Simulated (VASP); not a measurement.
# WC (P6mm) in VASP: single point with PBE

Aim: the single point of WC with PBE.

Program: VASP 6.6.1. These are calculated values, not measurements. Logs are shortened: lines on timing, memory, paths and dates and some standing lists are left out, and cuts for length are marked.

**1. The cell of the first run**

The structure is hexagonal, space group P6mm (No. 183). Conventional cell: a = 2.984 Å, b = 2.984 Å, c = 4.537 Å, α = 90.00°, β = 90.00°, γ = 120.00°. W (site symmetry 6mm) has 2 C at 2.01 to 2.52 Å within 2.7 Å. C (site symmetry 6mm) has 2 W at 2.01 to 2.52 Å within 2.7 Å.

The cell was built from a structure type or drawn by symmetry, and may not be a known phase.

**2. Single point, PBE**

The input, INCAR:

```
SYSTEM = WC
PREC = Accurate ; ENCUT = 520
EDIFF = 1E-6 ; ISMEAR = 0
SIGMA = 0.1 ; LREAL = .False.
LASPH = .True. ; NELM = 60
ALGO = Normal ; ISIF = 2
LWAVE = .False. ; LCHARG = .False.
GGA = PE ; NBANDS = 16
```

The input, KPOINTS:

```
regular mesh
0
Gamma
  6 6 4
  0 0 0
```

The input, POSCAR:

```
WC
1.0
    2.9840492400      0.0000000000      0.0000000000
   -1.4920246200      2.5842624500      0.0000000000
    0.0000000000      0.0000000000      4.5374127200
W C
1 1
Direct
    0.0000000000      0.0000000000      0.6681185900
    0.0000000000      0.0000000000      0.2242368900
```

Potentials or basis: VASP PAW PBE potentials, release 64 (W_sv, C).

Command:

```console
$ cat potpaw_PBE.64/W_sv/POTCAR potpaw_PBE.64/C/POTCAR > POTCAR
$ mpirun -np 1 vasp_std > vasp.out
```

OUTCAR:

```text
SYSTEM = WC
   PREC = Accurate
   ENCUT = 520
   EDIFF = 1E-6
   ISMEAR = 0
   LREAL = .False.
   LASPH = .True.
   NELM = 60
   ISIF = 2
   GGA = PE

 ion  position               nearest neighbor table
   1  0.000  0.000  0.668-   2 2.01   2 2.52
   2  0.000  0.000  0.224-   1 2.01   1 2.52

  LATTYP: Found a hexagonal cell.
 ALAT       =     2.9840492400
 C/A-ratio  =     1.5205555790

  Lattice vectors:

 A1 = (   2.9840492400,   0.0000000000,   0.0000000000)
 A2 = (  -1.4920246200,   2.5842624500,   0.0000000000)
 A3 = (   0.0000000000,   0.0000000000,   4.5374127200)

Analysis of symmetry for initial positions (statically):
=====================================================================
 Subroutine PRICEL returns:
 Original cell was already a primitive cell.

 Routine SETGRP: Setting up the symmetry group for a
 hexagonal supercell.

 Subroutine GETGRP returns: Found 12 space group operations
 (whereof 12 operations were pure point group operations)
 out of a pool of 24 trial point group operations.

The static configuration has the point symmetry C_6v.

Analysis of symmetry for dynamics (positions and initial velocities):
=====================================================================
 Subroutine PRICEL returns:
 Original cell was already a primitive cell.

 Routine SETGRP: Setting up the symmetry group for a
 hexagonal supercell.

 Subroutine GETGRP returns: Found 12 space group operations
 (whereof 12 operations were pure point group operations)
 out of a pool of 24 trial point group operations.

The dynamic configuration has the point symmetry C_6v.

 Subroutine INISYM returns: Found 12 space group operations
 (whereof 12 operations are pure point group operations),
 and found     1 'primitive' translations

----------------------------------------------------------------------------------------

                                     Primitive cell

  volume of cell :      34.9906

  direct lattice vectors                    reciprocal lattice vectors
     2.984049240  0.000000000  0.000000000     0.335115114  0.193478801  0.000000000
    -1.492024620  2.584262450  0.000000000     0.000000000  0.386957602  0.000000000
     0.000000000  0.000000000  4.537412720     0.000000000  0.000000000  0.220389914

  length of vectors
     2.984049240  2.984049242  4.537412720     0.386957602  0.386957602  0.220389914

  position of ions in fractional coordinates (direct lattice)
     0.000000000  0.000000000  0.668118590
     0.000000000  0.000000000  0.224236890

  ion indices of the primitive-cell ions
   primitive index   ion index
                 1           1
                 2           2

----------------------------------------------------------------------------------------

 KPOINTS: regular mesh

Automatic generation of k-mesh.
 Grid dimensions read from file:
 generate k-points for:    6    6    4

 Generating k-lattice:

  Cartesian coordinates                     Fractional coordinates (reciprocal lattice)
     0.055852519  0.032246467  0.000000000     0.166666667  0.000000000  0.000000000
     0.000000000  0.064492934  0.000000000     0.000000000  0.166666667  0.000000000
     0.000000000  0.000000000  0.055097479     0.000000000  0.000000000  0.250000000

  Length of vectors
     0.064492934  0.064492934  0.055097479

  Shift w.r.t. Gamma in fractional coordinates (k-lattice)
     0.000000000  0.000000000  0.000000000

 Subroutine IBZKPT returns following result:
 ===========================================

 Found     21 irreducible k-points:

 Following reciprocal coordinates:
            Coordinates               Weight
  0.000000  0.000000  0.000000      1.000000
  0.166667 -0.000000  0.000000      6.000000
  0.333333 -0.000000  0.000000      6.000000
  0.500000 -0.000000  0.000000      3.000000
  0.166667  0.166667  0.000000      6.000000
  0.333333  0.166667  0.000000     12.000000
[... 13 lines left out ...]
  0.333333  0.166667  0.500000     12.000000
  0.333333  0.333333  0.500000      2.000000
   k-points           NKPTS =     21   k-points in BZ     NKDIM =     21   number of bands    NBANDS=     16
   number of dos      NEDOS =    301   number of ions     NIONS =      2
   total plane-waves  NPLWV =  20736
   dimension x,y,z NGX =    24 NGY =   24 NGZ =   36
   dimension x,y,z NGXF=    48 NGYF=   48 NGZF=   72
   ions per type =               1   1
   NGX,Y,Z   is equivalent  to a cutoff of  13.37, 13.37, 13.19 a.u.
   NGXF,Y,Z  is equivalent  to a cutoff of  26.74, 26.74, 26.38 a.u.
 SYSTEM =  WC
   PREC   = accura    normal or accurate (medium, high low for compatibility)
   ISTART =      0    job   : 0-new  1-cont  2-samecut
   ICHARG =      2    charge: 1-file 2-atom 10-const
   ISPIN  =      1    spin polarized calculation?
   LNONCOLLINEAR =      F non collinear calculations
   LSORBIT =      F    spin-orbit coupling
   LASPH  =      T    aspherical Exc in radial PAW
   ENCUT  =  520.0 eV  38.22 Ry    6.18 a.u.   5.55  5.55  8.44*2*pi/ulx,y,z
   NELM   =     60;   NELMIN=  2; NELMDL= -5     # of ELM steps
   EDIFF  = 0.1E-05   stopping-criterion for ELM
   LREAL  =      F    real-space projection
   EDIFFG = 0.1E-04   stopping-criterion for IOM
   NSW    =      0    number of steps for IOM
   IBRION =     -1    ionic relax: 0-MD 1-quasi-New 2-CG
   NFREE  =      0    steps in history (QN), initial steepest desc. (CG)
   ISIF   =      2    stress and relaxation
   ISYM   =      2    0-nonsym 1-usesym 2-fastsym
   POTIM  = 0.5000    time-step for ionic-motion
   TEBEG  =    0.0;   TEEND  =   0.0 temperature during run
   PSTRESS=    0.0 pullay stress
   NELECT =      18.0000    total number of electrons
   NUPDOWN=      -1.0000    fix difference up-down
   EMIN   =  10.00;   EMAX   =-10.00  energy-range for DOS
   EFERMI =   0.00;   METHOD = LEGACY
   ISMEAR =     0;   SIGMA  =   0.10  broadening in eV -4-tet -1-fermi 0-gaus
   EFERMI_NEDOS =   21; number of points for ismear=-14 and -15
   IALGO  =     38    algorithm
   IMIX   =      4    mixing-type and parameters
     AMIX     =   0.40;   BMIX     =  1.00
     AMIX_MAG =   1.60;   BMIX_MAG =  1.00
  volume/ion in A,a.u.               =      17.50       118.06
  Fermi-wavevector in a.u.,A,eV,Ry     =   1.311743  2.478835 23.411127  1.720669
  Thomas-Fermi vector in A             =   2.442183
   LORBIT       =      0    0 simple, 1 ext, 2 COOP (PROOUT), +10 PAW based schemes
   GGA     = PE    functional components
   LHFCALC =     F    Hartree Fock is set to
   AEXX    =    0.0000 exact exchange contribution
   IVDW    =     0    specifies the selected vdW correction
   LEPSILON=     F    determine dielectric tensor
   LRPA    =     F    only Hartree local field effects (RPA)
 non-spin polarized calculation
 Gauss-broadening in eV      SIGMA  =   0.10
  energy-cutoff  :      520.00
  volume of cell :       34.99
 maximum number of plane-waves:      1000
 NGX is ok and might be reduce to    24
   NGX = 11   NGY = 11   NGZ = 17

 number of electron      17.9999998 magnetization

 Free energy of the ion-electron system (eV)
  ---------------------------------------------------
  ext. energy  EPLUGINS =         0.00000000
  ---------------------------------------------------
  free energy    TOTEN  =       -17.06401969 eV

  energy without entropy =      -17.04391103  energy(sigma->0) =      -17.05396536

 E-fermi :   4.5905     XC(G=0): -10.9382

 val. band max:        4.5891069366   @ k =   0.3333  -0.0000   0.5000
 cond. band min:       4.5935746440   @ k =   0.3333   0.1667   0.0000
 fundamental gap:      0.0044677074
 Fermi energy:         4.5904875105

 k-point     1 :       0.0000    0.0000    0.0000
  band No.  band energies     occupation
      1     -69.4025      2.00000
      2     -33.6219      2.00000
      3     -33.2281      2.00000
      4     -33.2281      2.00000
      5      -6.3350      2.00000
      6      -0.3447      2.00000
[... 8 lines left out ...]
     15      14.6698      0.00000
     16      17.5480      0.00000

 k-point     2 :       0.1667   -0.0000    0.0000
  band No.  band energies     occupation
      1     -69.3933      2.00000
      2     -33.6039      2.00000
      3     -33.3655      2.00000
      4     -33.2609      2.00000
      5      -5.9376      2.00000
      6       0.4777      2.00000
[... 8 lines left out ...]
     15      15.6940      0.00000
     16      18.3750      0.00000

 k-point     3 :       0.3333   -0.0000    0.0000
  band No.  band energies     occupation
      1     -69.3747      2.00000
      2     -33.6328      2.00000
      3     -33.5676      2.00000
      4     -33.3257      2.00000
      5      -4.9851      2.00000
      6       1.4646      2.00000
[... 8 lines left out ...]
     15      16.7158      0.00000
     16      17.3338      0.00000

 k-point     4 :       0.5000   -0.0000    0.0000
  band No.  band energies     occupation
      1     -69.3654      2.00000
      2     -33.7628      2.00000
      3     -33.5493      2.00000
      4     -33.3578      2.00000
      5      -4.3593      2.00000
      6       1.3895      2.00000
[... 8 lines left out ...]
     15      13.5076      0.00000
     16      17.0519      0.00000

 k-point     5 :       0.1667    0.1667    0.0000
  band No.  band energies     occupation
      1     -69.3793      2.00000
      2     -33.5767      2.00000
      3     -33.5414      2.00000
      4     -33.3359      2.00000
      5      -5.2543      2.00000
      6       1.6701      2.00000
[... 8 lines left out ...]
     15      17.0644      0.00000
     16      18.8241      0.00000

 k-point     6 :       0.3333    0.1667    0.0000
  band No.  band energies     occupation
      1     -69.3654      2.00000
      2     -33.6959      2.00000
      3     -33.5493      2.00000
      4     -33.4283      2.00000
      5      -4.3884      2.00000
      6       1.8921      2.00000
[... 8 lines left out ...]
     15      14.4333      0.00000
     16      17.7827      0.00000

 k-point     7 :       0.3333    0.3333    0.0000
  band No.  band energies     occupation
      1     -69.3608      2.00000
      2     -33.6044      2.00000
      3     -33.6044      2.00000
      4     -33.5402      2.00000
      5      -4.0585      2.00000
      6       2.3800      2.00000
[... 8 lines left out ...]
     15      15.2098      0.00000
     16      15.2098      0.00000

 k-point     8 :       0.0000    0.0000    0.2500
  band No.  band energies     occupation
      1     -69.4025      2.00000
      2     -33.6235      2.00000
      3     -33.2280      2.00000
      4     -33.2280      2.00000
      5      -5.9244      2.00000
      6      -0.6942      2.00000
[... 8 lines left out ...]
     15      14.7471      0.00000
     16      18.3479      0.00000

 k-point     9 :       0.1667   -0.0000    0.2500
  band No.  band energies     occupation
      1     -69.3933      2.00000
      2     -33.6053      2.00000
      3     -33.3654      2.00000
      4     -33.2608      2.00000
      5      -5.5416      2.00000
      6       0.1575      2.00000
[... 8 lines left out ...]
     15      15.4928      0.00000
     16      19.0425      0.00000
[... 115 lines left out ...]
 k-point    16 :       0.1667   -0.0000    0.5000
  band No.  band energies     occupation
      1     -69.3933      2.00000
      2     -33.6068      2.00000
      3     -33.3653      2.00000
      4     -33.2606      2.00000
      5      -5.0155      2.00000
      6      -0.6832      2.00000
[... 8 lines left out ...]
     15      15.9912      0.00000
     16      19.1266      0.00000

 k-point    17 :       0.3333   -0.0000    0.5000
  band No.  band energies     occupation
      1     -69.3747      2.00000
      2     -33.6324      2.00000
      3     -33.5700      2.00000
      4     -33.3255      2.00000
      5      -4.1013      2.00000
      6       0.5164      2.00000
[... 8 lines left out ...]
     15      14.9855      0.00000
     16      17.3821      0.00000

 k-point    18 :       0.5000   -0.0000    0.5000
  band No.  band energies     occupation
      1     -69.3654      2.00000
      2     -33.7624      2.00000
      3     -33.5515      2.00000
      4     -33.3575      2.00000
      5      -3.4116      2.00000
      6       0.5126      2.00000
[... 8 lines left out ...]
     15      14.1735      0.00000
     16      16.8777      0.00000

 k-point    19 :       0.1667    0.1667    0.5000
  band No.  band energies     occupation
      1     -69.3793      2.00000
      2     -33.5792      2.00000
      3     -33.5411      2.00000
      4     -33.3357      2.00000
      5      -4.3747      2.00000
      6       0.3362      2.00000
[... 8 lines left out ...]
     15      16.3647      0.00000
     16      17.6936      0.00000

 k-point    20 :       0.3333    0.1667    0.5000
  band No.  band energies     occupation
      1     -69.3654      2.00000
      2     -33.6955      2.00000
      3     -33.5515      2.00000
      4     -33.4281      2.00000
      5      -3.4731      2.00000
      6       0.9455      2.00000
[... 8 lines left out ...]
     15      15.5116      0.00000
     16      16.9145      0.00000

 k-point    21 :       0.3333    0.3333    0.5000
  band No.  band energies     occupation
      1     -69.3608      2.00000
      2     -33.6041      2.00000
      3     -33.6041      2.00000
      4     -33.5423      2.00000
      5      -3.1139      2.00000
      6       1.4504      2.00000
[... 8 lines left out ...]
     15      13.4507      0.00000
     16      16.3007      0.00000

------------------------ aborting loop because EDIFF is reached ----------------------------------------

  FORCE on cell =-STRESS in cart. coord.  units (eV):
  Direction    XX          YY          ZZ          XY          YZ          ZX
  --------------------------------------------------------------------------------------
  -------------------------------------------------------------------------------------
  Total       -4.0196828     -4.0196828     -8.8382523      0.0000000      0.0000000      0.0000000
  in kB     -184.0566342   -184.0566345   -404.6933697      0.0000000      0.0000000      0.0000000
  external PRESSURE =    -257.6022128 kB  Pullay stress =       0.0000000 kB

 VOLUME and BASIS-vectors are now :
 -----------------------------------------------------------------------------
  energy-cutoff  :      520.00
  volume of cell :       34.99
      direct lattice vectors                 reciprocal lattice vectors
     2.984049240  0.000000000  0.000000000     0.335115114  0.193478801  0.000000000
    -1.492024620  2.584262450  0.000000000     0.000000000  0.386957602  0.000000000
     0.000000000  0.000000000  4.537412720     0.000000000  0.000000000  0.220389914

 POSITION                                       TOTAL-FORCE (eV/Angst)
 -----------------------------------------------------------------------------------
      0.00000      0.00000      3.03153         0.000000     -0.000000      0.467367
      0.00000      0.00000      1.01746        -0.000000      0.000000     -0.467367
 -----------------------------------------------------------------------------------
    total drift:                               -0.000000     -0.000000      0.000334

  FREE ENERGIE OF THE ION-ELECTRON SYSTEM (eV)
  ---------------------------------------------------
  free  energy   TOTEN  =       -17.0640196886 eV

  energy  without entropy=      -17.0439110288  energy(sigma->0) =      -17.05396536
```

Wall time 17 s (1 thread of Intel Xeon 8259CL, shared host); peak memory 0.16 GiB.

What came out:

| Item | Value |
| --- | --- |
| Free energy | -17.0640 eV |
| Pressure | -25.8 GPa |
| Largest force | 0.467 eV/Å |
| Band gap on the k mesh | zero (bands 9 and 10 overlap by 1.30 eV) |

Forces on the atoms (eV/Å):
```
W    0.000  0.000  0.467
C    0.000  0.000 -0.467
```

Caveat: the k points lie up to 0.41 Å⁻¹ apart, too coarse for converged energies and pressures of a metal; spin-orbit coupling is left out, which moves the levels of the heavy elements.
